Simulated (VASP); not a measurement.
A run of VASP 6.6.1:

File INCAR:

```
SYSTEM = Tl
  PREC = Accurate
  ENCUT = 520
  EDIFF = 1E-6
  ISMEAR = -1
  SIGMA = 0.1
  LREAL = .FALSE.
  LASPH = .TRUE.
  NELM = 100
  ALGO = Normal
  ISIF = 2
  LWAVE = .FALSE.
  LCHARG = .FALSE.
  GGA = PE
  NBANDS = 34
```

KPOINTS

```
regular mesh
0
G
  12 12 3
  0 0 0
```

Contents of POSCAR:

```
Tl
1.0
    3.4514657356      0.0000000000      0.0000000000
   -1.7257328678      2.9890570073      0.0000000000
    0.0000000000      0.0000000000     11.1373372629
Tl
4
Direct
    1.0000000000      0.0000000000      1.0000000000
    1.0000000000      1.0000000000      0.5000000000
    0.3333333333      0.6666666667      0.2500000000
    0.6666666667      0.3333333333      0.7500000000
```

Potentials or basis: VASP PAW PBE potentials, release 64 (Tl_d).

Command:

```sh
$ cat potpaw_PBE.64/Tl_d/POTCAR > POTCAR
$ mpirun -np 1 vasp_std > vasp.out
```

Hardware: 1 thread of Intel(R) Xeon(R) Platinum 8559C (Emerald Rapids), on a shared host.

Task: How long does it take, and how much memory?

Result: It took 55 s on 1 thread of Intel(R) Xeon(R) Platinum 8559C (Emerald Rapids) (shared host), peak memory 0.29 GiB. Counts: scf iterations 11, k points 38.
